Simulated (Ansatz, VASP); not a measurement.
# One calculation of KF, two programs

INCAR

```
SYSTEM = KF
PREC = Accurate
ENCUT = 520
EDIFF = 1E-6
ISMEAR = 0
SIGMA = 0.05
LREAL = .FALSE.
LASPH = .TRUE.
NELM = 100
ALGO = Normal
ISIF = 2
LWAVE = .FALSE.
LCHARG = .FALSE.
GGA = PE
NBANDS = 15
```

Contents of KPOINTS:

```
Automatic mesh
0
G
  8 8 8
  0 0 0
```

File POSCAR:

```
KF
1.0
    0.0000000000      2.7105354767      2.3039551552
    2.5682323642      0.0000000000      2.3039551552
    2.5682323642      2.7105354767      0.0000000000
K F
1 1
Direct
    0.0000000000      0.0000000000      0.0000000000
    0.5000000000      0.5000000000      0.5000000000
```

Input for Ansatz:

```yaml
crystal:
  lattice:
    - [0.0, 2.7105354767, 2.3039551552]
    - [2.5682323642, 0.0, 2.3039551552]
    - [2.5682323642, 2.7105354767, 0.0]
  atoms:
    - { symbol: K, position: [0.0, 0.0, 0.0] }
    - { symbol: F, position: [0.5, 0.5, 0.5] }
basis:
  ecutwfc: 520.0
kpoints:
  mp_grid: { grid: [8, 8, 8] }
hamiltonian:
  xc: pbe
scf:
  occupations: { method: gaussian, width: 0.05 }
output:
  forces: true
  stress: true
  eigenvalues: true
```

Change from the starting cell: normal strain along x -0.0525, normal strain along z -0.1500.

Alike in both runs: task single point; functional PBE; k mesh 8 × 8 × 8; occupations gaussian, width 0.05 eV; no spin polarisation.

|  | VASP | Ansatz |
| --- | --- | --- |
| version | VASP 6.6.1 | Ansatz 0.2.0 |
| potentials or method | VASP PAW PBE potentials, release 64 (K_sv, F), cutoff 520 eV | scalar-relativistic, plane waves, PAW |
| valence electrons in the cell | 16 | 16 |

|  | VASP | Ansatz | Ansatz less VASP |
| --- | --- | --- | --- |
| gap on the k mesh at the Fermi level (eV) | 6.50 | 6.52 | +0.022 |
| least direct gap on the mesh (eV) | 6.56 | 6.58 | +0.025 |
| pressure (GPa) | 14.4 | 14.0 | -0.40 |
| traceless stress, the component that is largest in VASP (GPa) | 15.87 | 15.29 | -0.582 |
